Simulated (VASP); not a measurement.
The system is B3P2.

```xyz
5
Lattice="3.0753 -0.0247 0.0632 -1.5591 2.7044 -0.0548 0.1299 -0.0549 6.3451" Properties=species:S:1:pos:R:3 pbc="T T T"
B     0.0041   -0.0881    0.1019
B     0.0690    1.7504    2.8867
B     1.4672    0.8776    3.3054
P     0.0549    1.7215    1.3021
P     1.6972    0.9883    5.1110
```

```yaml
Program: VASP 6.6.1
Task: relaxation of cell and atoms
Functional: PBE
Potentials_or_basis: VASP PAW PBE potentials, release 64 (B, P)
Cutoff: 600 eV
k_mesh: 12 × 12 × 4
Occupations: gaussian, width 0.1 eV
Spin: no spin polarisation
```

At the start: pressure 9.6 GPa; volume 10.50 Å³/atom.

Task: Where does the relaxation end?

Result: Over 33 steps the energy falls by 297.3 meV/atom and the volume is 10.42 Å³/atom (-0.7 %); space group P-3m1 (No. 164, to 0.05 Å).

Step by step:
```
step  energy change (eV)  largest force (eV/Å)  pressure (GPa)  volume (Å³)
   1              0.0000               10.1893            9.59        52.50
   2             -0.2003                2.6096            1.16        57.13
   3             -0.5147                2.0800           -1.39        56.40
   4             -0.7438                1.6422           -3.12        55.82
   5             -1.2526                1.1415           -5.02        54.18
   6             -1.2198                2.1488           -2.18        53.34
   7             -1.2844                1.0699           -4.49        53.90
   8             -1.2873                1.0644           -4.15        53.77
   9             -1.4069                0.4098            1.46        52.03
  10             -1.4070                0.4081            1.65        51.98
  11             -1.4322                0.3246            0.32        52.41
  12             -1.4375                0.2902           -0.49        52.72
  13             -1.4479                0.2311           -0.59        52.64
  14             -1.4513                0.2611           -0.63        52.56
  15             -1.4587                0.1949            0.06        52.29
  16             -1.4611                0.1828            0.75        52.04
  17             -1.4664                0.1450            0.29        52.20
  18             -1.4704                0.1130           -0.55        52.50
  19             -1.4737                0.1329           -0.08        52.31
  20             -1.4742                0.2004            0.20        52.21
  21             -1.4774                0.1304            0.21        52.16
  22             -1.4792                0.1476            0.27        52.08
  23             -1.4824                0.0935           -0.16        52.18
  24             -1.4829                0.0739           -0.37        52.23
  25             -1.4848                0.0479            0.22        52.06
  26             -1.4849                0.0503            0.31        52.03
  27             -1.4860                0.0427           -0.10        52.14
  28             -1.4861                0.0428           -0.21        52.17
  29             -1.4864                0.0325            0.11        52.07
  30             -1.4864                0.0326            0.11        52.07
  31             -1.4865                0.0156           -0.02        52.11
  32             -1.4865                0.0153           -0.03        52.11
  33             -1.4866                0.0117            0.00        52.11
```

Final structure:
```
CELL_PARAMETERS angstrom
3.06759 0.00027 0.00226
-1.53379 2.65601 -0.00152
-0.00016 0.00094 6.39570
ATOMIC_POSITIONS crystal
B 0.00004 0.99998 0.99918
B 0.33340 0.66673 0.47781
B 0.66676 0.33345 0.52250
P 0.33311 0.66642 0.18069
P 0.66669 0.33342 0.81983
```
